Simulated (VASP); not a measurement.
GaSbAs2, 4 atoms in the cell. The structure is tetragonal, space group P-4m2 (No. 115). Conventional cell: a = 4.078 Å, b = 4.078 Å, c = 6.571 Å, α = 90.00°, β = 90.00°, γ = 90.00°. Within 3.3 Å of Ga (site symmetry -4m2) lie 4 As at 2.47 Å. Within 3.7 Å of Sb (site symmetry -4m2) lie 4 As at 2.78 Å. As (site symmetry 2mm) has 2 Ga at 2.47 Å and 2 Sb at 2.78 Å within 3.3 Å. 

```yaml
Program: VASP 6.6.1
Task: single point
Functional: PBEsol
Potentials_or_basis: VASP PAW PBE potentials, release 64 (Ga_d, Sb, As)
Cutoff: 520 eV
k_mesh: 10 × 10 × 6
Occupations: gaussian, width 0.1 eV
Spin: no spin polarisation
Dipole_correction: no
Further_INCAR_settings: ALGO = Normal; EDIFF = 1e-06; NBANDS = 22
```

Potentials or basis: VASP PAW PBE potentials, release 64 (Ga_d, Sb, As).

Run with:

```bash
$ cat potpaw_PBE.64/Ga_d/POTCAR potpaw_PBE.64/Sb/POTCAR potpaw_PBE.64/As/POTCAR > POTCAR
$ mpirun -np 1 vasp_std > vasp.out
```

Hardware: 1 thread of Intel(R) Xeon(R) 6975P-C (Granite Rapids), with other jobs on the host.

**Question.** How long does it take, and how much memory?

**Answer.** Run time: 96 s on 1 thread of Intel(R) Xeon(R) 6975P-C (Granite Rapids) (shared host), peak memory 0.35 GiB. Counts: scf iterations 12, k points 84.
